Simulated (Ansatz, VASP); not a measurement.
# BiTe: VASP beside Ansatz

File INCAR:

```
SYSTEM = BiTe
ALGO = Normal ; EDIFF = 1E-8
ENCUT = 520 ; ISIF = 2
ISMEAR = -1 ; LASPH = .True.
LCHARG = .False. ; LEFG = .True.
LREAL = .False. ; LWAVE = .False.
NBANDS = 18 ; NELM = 80
PREC = Accurate ; SIGMA = 0.08
```

The input KPOINTS:

```
k-points
0
Gamma
  10 10 10
  0 0 0
```

File POSCAR:

```
BiTe
1.0
    0.0000000000      3.1912784242      3.1912784242
    3.1912784242      0.0000000000      3.1912784242
    3.1912784242      3.1912784242      0.0000000000
Bi Te
1 1
Direct
    0.0000000000      0.0000000000      0.0000000000
    0.5000000000      0.5000000000      0.5000000000
```

Input for Ansatz:

```yaml
crystal:
  lattice:
    - [0.0, 3.1912784242, 3.1912784242]
    - [3.1912784242, 0.0, 3.1912784242]
    - [3.1912784242, 3.1912784242, 0.0]
  atoms:
    - { symbol: Bi, position: [0.0, 0.0, 0.0] }
    - { symbol: Te, position: [0.5, 0.5, 0.5] }
kpoints:
  mp_grid: { grid: [10, 10, 10] }
scf:
  occupations: { method: fermi_dirac, width: 0.08 }
hamiltonian:
  xc: lda
  pseudopotentials: { kind: all_electron, datasets: crystal }
output:
  forces: true
  stress: true
  eigenvalues: true
  efg: { contact_densities: true }
```

Change from the starting cell: volume scaled by 0.96, crystal datasets.

Alike in both runs: task electric field gradients; functional LDA; k mesh 10 × 10 × 10; occupations fermi-dirac, width 0.08 eV; no spin polarisation.

|  | VASP | Ansatz |
| --- | --- | --- |
| version | VASP 6.6.1 | Ansatz 0.2.0 |
| potentials or method | VASP PAW LDA potentials, release 64 (Bi_d, Te), cutoff 520 eV | all-electron PAW with datasets made for the crystal, scalar-relativistic |

```csv
,VASP,Ansatz,Ansatz less VASP
pressure (GPa),-0.7,-0.8,-0.06
```

LDA's correlation is that of Perdew and Zunger in VASP and of Perdew and Wang (1992) in Ansatz. Ansatz ran all-electron here, and VASP with PAW potentials.

Spin-orbit coupling is off throughout.
